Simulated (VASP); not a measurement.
# Si16Au (a cell with a defect) in VASP: single point with PBE

Aim: the single point of Si16Au (a cell with a defect) with PBE.

All numbers are computed with VASP 6.6.1; they aren't measurements. Logs are shortened: lines on timing, memory, paths and dates and some standing lists are left out, and cuts for length are marked.

## Step 1: The cell of the first run

The cell holds a defect, 17 atoms: a = 7.679 Å, b = 7.679 Å, c = 7.679 Å, α = 60.00°, β = 60.00°, γ = 60.00°.

## Step 2: Single point, PBE, collinear spin, zero start

INCAR reads:

```
PREC = Accurate
ENCUT = 520
EDIFF = 1E-6
ISMEAR = -1
SIGMA = 0.05
LREAL = Auto
LASPH = True
NELM = 150
ALGO = Normal
ISIF = 2
LWAVE = False
LCHARG = False
ISPIN = 2
MAGMOM = 0 0 0 0 0 0 0 0 0 0 0 0 0 0 0 0 0
LORBIT = 11
LMAXMIX = 4
GGA = PE
NBANDS = 56
```

KPOINTS reads:

```
Automatic mesh
0
Gamma
  2 2 2
```

POSCAR reads:

```
Si16Au
1.0
    0.0000000000      5.4300000000      5.4300000000
    5.4300000000      0.0000000000      5.4300000000
    5.4300000000      5.4300000000      0.0000000000
Si Au
16 1
Direct
   -0.0074687845     -0.0137582873      0.0015253223
    0.1179188766      0.1005951197      0.1357695212
   -0.0024832413     -0.0100406998      0.5072513812
    0.1225965009      0.1162620626      0.6289381215
    0.0053071823      0.4721727440      0.0020651934
    0.1104105893      0.6148544199      0.1230778085
    0.0172332413      0.4891074586      0.5000967772
    0.1439892265      0.6180406077      0.6320209024
    0.4892102210     -0.0067765193     -0.0016369245
    0.6208672192      0.1090158379      0.1200154696
    0.4963729282      0.0145303867      0.4952801105
    0.6252915285      0.1363289134      0.6280891344
    0.4833083794      0.4791603131     -0.0375595764
    0.6467807551      0.6342361878      0.1398266114
    0.5245253223      0.5137811234      0.5228487109
    0.6549325967      0.6499570902      0.6245337017
    0.4141465009      0.4293207182      0.3203975138
```

Potentials or basis: VASP PAW PBE potentials, release 64 (Si, Au).

Run with:

```
$ cat potpaw_PBE.64/Si/POTCAR potpaw_PBE.64/Au/POTCAR > POTCAR
$ mpirun -np 1 vasp_std > vasp.out
```

OUTCAR:

```text
PREC = Accurate
   ENCUT = 520
   EDIFF = 1E-6
   ISMEAR = -1
   LREAL = Auto
   LASPH = True
   NELM = 150
   ISIF = 2
   ISPIN = 2
   LORBIT = 11
   GGA = PE

 ion  position               nearest neighbor table
   1  0.993  0.986  0.002-   6 2.33  10 2.33   4 2.34   2 2.35
   2  0.118  0.101  0.136-   9 2.33   5 2.33   3 2.33   1 2.35
   3  0.998  0.990  0.507-   2 2.33   8 2.34   4 2.34  12 2.34
   4  0.123  0.116  0.629-   1 2.34   3 2.34   7 2.34  11 2.35  17 3.28
   5  0.005  0.472  0.002-  14 2.29   6 2.32   2 2.33   8 2.33
   6  0.110  0.615  0.123-   5 2.32   1 2.33  13 2.36   7 2.38  17 2.80
   7  0.017  0.489  0.500-  16 2.29   4 2.34   6 2.38   8 2.43  17 2.54
   8  0.144  0.618  0.632-   5 2.33   3 2.34  15 2.40   7 2.43  17 2.76
   9  0.489  0.993  0.998-  14 2.29  10 2.32   2 2.33  12 2.33
  10  0.621  0.109  0.120-   9 2.32   1 2.33  13 2.34  11 2.36  17 2.89
  11  0.496  0.015  0.495-  16 2.31   4 2.35  10 2.36  12 2.41  17 2.63
  12  0.625  0.136  0.628-   9 2.33   3 2.34  15 2.39  11 2.41  17 2.85
  13  0.483  0.479  0.962-  16 2.26  10 2.34   6 2.36  17 2.38  14 3.11  15 3.11
  14  0.647  0.634  0.140-   5 2.29   9 2.29  17 2.40  15 2.40  13 3.11
  15  0.525  0.514  0.523-  16 2.31  12 2.39   8 2.40  14 2.40  17 2.54  13 3.11
  16  0.655  0.650  0.625-  13 2.26   7 2.29  11 2.31  15 2.31
  17  0.414  0.429  0.320-  13 2.38  14 2.40  15 2.54   7 2.54  11 2.63   8 2.76   6 2.80  12 2.85
                            10 2.89   4 3.28

  LATTYP: Found a face centered cubic cell.
 ALAT       =    10.8600000000

  Lattice vectors:

 A1 = (   0.0000000000,   5.4300000000,   5.4300000000)
 A2 = (   5.4300000000,   0.0000000000,   5.4300000000)
 A3 = (   5.4300000000,   5.4300000000,   0.0000000000)

Analysis of symmetry for initial positions (statically):
=====================================================================
 Subroutine PRICEL returns:
 Original cell was already a primitive cell.

 Routine SETGRP: Setting up the symmetry group for a
 face centered cubic supercell.

 Subroutine GETGRP returns: Found  1 space group operations
 (whereof  1 operations were pure point group operations)
 out of a pool of 48 trial point group operations.

The static configuration has the point symmetry C_1 .

Analysis of symmetry for dynamics (positions and initial velocities):
=====================================================================
 Subroutine PRICEL returns:
 Original cell was already a primitive cell.

 Routine SETGRP: Setting up the symmetry group for a
 face centered cubic supercell.

 Subroutine GETGRP returns: Found  1 space group operations
 (whereof  1 operations were pure point group operations)
 out of a pool of 48 trial point group operations.

The dynamic configuration has the point symmetry C_1 .
[... 172 lines left out ...]
  free energy    TOTEN  =       -85.67150509 eV

  energy without entropy =      -85.62429746  energy(sigma->0) =      -85.64790127

 E-fermi :   7.1542     XC(G=0):  -9.8005

 val. band max:        7.1529325161   @ k =   0.0000   0.0000   0.5000
 cond. band min:       7.1957265476   @ k =   0.0000   0.0000   0.0000
 fundamental gap:      0.0427940315
 Fermi energy:         7.1541781025

 spin component 1

 k-point     1 :       0.0000    0.0000    0.0000
  band No.  band energies     occupation
      1      -5.7874      1.00000
      2      -3.4290      1.00000
      3      -3.3732      1.00000
      4      -3.3381      1.00000
      5      -3.2033      1.00000
      6      -2.1950      1.00000
[... 405 lines left out ...]
     48      10.6887      0.00000
     49      10.8335      0.00000
 Fermi energy:         7.1541781025

 spin component 2

 k-point     1 :       0.0000    0.0000    0.0000
  band No.  band energies     occupation
      1      -5.7874      1.00000
      2      -3.4290      1.00000
      3      -3.3732      1.00000
      4      -3.3381      1.00000
      5      -3.2033      1.00000
      6      -2.1950      1.00000
[... 405 lines left out ...]
     48      10.6887      0.00000
     49      10.8335      0.00000
 [bands above 49 left out]

------------------------ aborting loop because EDIFF is reached ----------------------------------------

  FORCE on cell =-STRESS in cart. coord.  units (eV):
  Direction    XX          YY          ZZ          XY          YZ          ZX
  --------------------------------------------------------------------------------------
  -------------------------------------------------------------------------------------
  Total       13.3077861     13.3767643     15.3012608      0.6722201      0.1047907      0.1196229
  in kB       66.5866108     66.9317486     76.5611268      3.3635088      0.5243291      0.5985430
  external PRESSURE =      70.0264954 kB  Pullay stress =       0.0000000 kB

 VOLUME and BASIS-vectors are now :
 -----------------------------------------------------------------------------
  energy-cutoff  :      520.00
  volume of cell :      320.21
      direct lattice vectors                 reciprocal lattice vectors
     0.000000000  5.430000000  5.430000000    -0.092081031  0.092081031  0.092081031
     5.430000000  0.000000000  5.430000000     0.092081031 -0.092081031  0.092081031
     5.430000000  5.430000000  0.000000000     0.092081031  0.092081031 -0.092081031

 POSITION                                       TOTAL-FORCE (eV/Angst)
 -----------------------------------------------------------------------------------
      5.36358      5.39773     10.74474        -0.032928      0.010602     -0.026823
      1.28346      1.37753      1.18653        -0.014739     -0.037683      0.007994
      8.12985      8.17089     10.79199        -0.049747      0.014139      0.037893
      4.04644      4.08083      1.29700        -0.003709      0.007049      0.001454
      2.57511      0.04003      2.59272        -0.027283     -0.030639      0.016528
      4.00697      1.26784      3.93819        -0.028475      0.016301     -0.031810
[... 9 lines left out ...]
      6.92049      6.94750      7.08555         0.115321      0.021307     -0.022336
      4.07097      3.98857      4.58003         0.132302     -0.133868      0.042981
 -----------------------------------------------------------------------------------
    total drift:                               -0.000687     -0.000969     -0.002770

  FREE ENERGIE OF THE ION-ELECTRON SYSTEM (eV)
  ---------------------------------------------------
  free  energy   TOTEN  =       -85.6715050889 eV

  energy  without entropy=      -85.6242974577  energy(sigma->0) =      -85.64790127

 total charge

# of ion       s       p       d       tot
------------------------------------------
    1        0.741   0.961   0.000   1.702
    2        0.741   0.961   0.000   1.703
    3        0.741   0.961   0.000   1.702
    4        0.749   0.951   0.000   1.700
    5        0.748   0.966   0.000   1.714
    6        0.746   0.937   0.000   1.683
[... 9 lines left out ...]
   16        0.784   0.950   0.000   1.733
   17        0.731   0.537   8.712   9.981
--------------------------------------------------
tot         12.703  15.692   8.712  37.108

 magnetization (x)

# of ion       s       p       d       tot
------------------------------------------
    1        0.000   0.000   0.000   0.000
    2        0.000   0.000   0.000   0.000
    3        0.000   0.000   0.000   0.000
    4        0.000   0.000   0.000   0.000
    5       -0.000  -0.000   0.000  -0.000
    6        0.000   0.000   0.000   0.000
[... 9 lines left out ...]
   16        0.000   0.000   0.000   0.000
   17       -0.000  -0.000  -0.000  -0.000
--------------------------------------------------
tot          0.000   0.000  -0.000   0.000
```

OSZICAR:

```text
N       E                     dE             d eps       ncg     rms          rms(c)
DAV:   1     0.206274757830E+03    0.20627E+03   -0.29379E+04  1792   0.112E+03
DAV:   2    -0.727935162545E+02   -0.27907E+03   -0.26054E+03  2120   0.179E+02
DAV:   3    -0.889680559587E+02   -0.16175E+02   -0.15794E+02  2264   0.376E+01
DAV:   4    -0.893061459540E+02   -0.33809E+00   -0.33563E+00  2248   0.637E+00
DAV:   5    -0.893143934022E+02   -0.82474E-02   -0.82414E-02  2240   0.949E-01    0.190E+01
DAV:   6    -0.863512937595E+02    0.29631E+01   -0.18564E+01  2032   0.271E+01    0.177E+01
DAV:   7    -0.858553738963E+02    0.49592E+00   -0.40219E+00  2016   0.105E+01    0.886E+00
DAV:   8    -0.857220107619E+02    0.13336E+00   -0.12612E+00  2080   0.519E+00    0.240E+00
DAV:   9    -0.856645029022E+02    0.57508E-01   -0.24648E-01  2104   0.372E+00    0.454E-01
DAV:  10    -0.856710213754E+02   -0.65185E-02   -0.61332E-02  2208   0.862E-01    0.362E-01
DAV:  11    -0.856709034977E+02    0.11788E-03   -0.46910E-03  2144   0.469E-01    0.185E-01
DAV:  12    -0.856717262989E+02   -0.82280E-03   -0.25503E-03  2032   0.201E-01    0.123E-01
DAV:  13    -0.856715417140E+02    0.18458E-03   -0.37291E-04  2184   0.129E-01    0.633E-02
DAV:  14    -0.856714989635E+02    0.42750E-04   -0.34195E-04  2080   0.913E-02    0.164E-02
DAV:  15    -0.856715043510E+02   -0.53875E-05   -0.23522E-05  2152   0.211E-02    0.750E-03
DAV:  16    -0.856715050889E+02   -0.73783E-06   -0.37875E-06  1912   0.127E-02
   1 F= -.85671505E+02 E0= -.85647901E+02  d E =-.472076E-01  mag=    -0.0000
```

stdout:

```text
POSCAR found type information on POSCAR SiAu
 POSCAR found :  2 types and      17 ions
 scaLAPACK will be used
 LDA part: xc-table for (Slater+PW92), standard interpolation
 POSCAR, INCAR and KPOINTS ok, starting setup
 FFT: planning ... GRIDC
 FFT: planning ... GRID_SOFT
 FFT: planning ... GRID
 WAVECAR not read
 entering main loop
```

It took 3.6 min on 1 thread of Intel Xeon 6975P-C (Granite Rapids), shared host; peak memory 0.73 GiB.

What came out:

```
Free energy                                           : -85.6715 eV
Pressure                                              : 7.0 GPa
Largest force                                         : 0.193 eV/Å
Net moment                                            : 0.00 μB per cell
Valence electrons inside the program's atomic spheres : Si 1.70, 1.71, 1.68, 1.69, 1.67, 1.72, 1.73 (each value once); Au 9.98
```

Forces in eV/Å, atoms in the order of the input:
```
Si  -0.033  0.011 -0.027
Si  -0.015 -0.038  0.008
Si  -0.050  0.014  0.038
Si  -0.004  0.007  0.001
Si  -0.027 -0.031  0.017
Si  -0.028  0.016 -0.032
Si   0.008 -0.033 -0.050
Si  -0.047 -0.010  0.009
Si  -0.020 -0.002 -0.020
Si  -0.029  0.012 -0.023
Si   0.033 -0.017  0.053
Si  -0.026  0.039  0.026
Si  -0.014  0.037 -0.043
Si   0.010  0.046  0.019
Si  -0.005  0.061  0.004
Si   0.115  0.021 -0.022
Au   0.132 -0.134  0.043
```

Stress tensor (GPa, compression positive):
```
6.66 0.34 0.06
0.34 6.69 0.05
0.06 0.05 7.66
```

Caveat: the k points lie up to 0.50 Å⁻¹ apart; no moment was typed at the start, so none could form; spin-orbit coupling is left out, which moves the levels of the heavy elements.
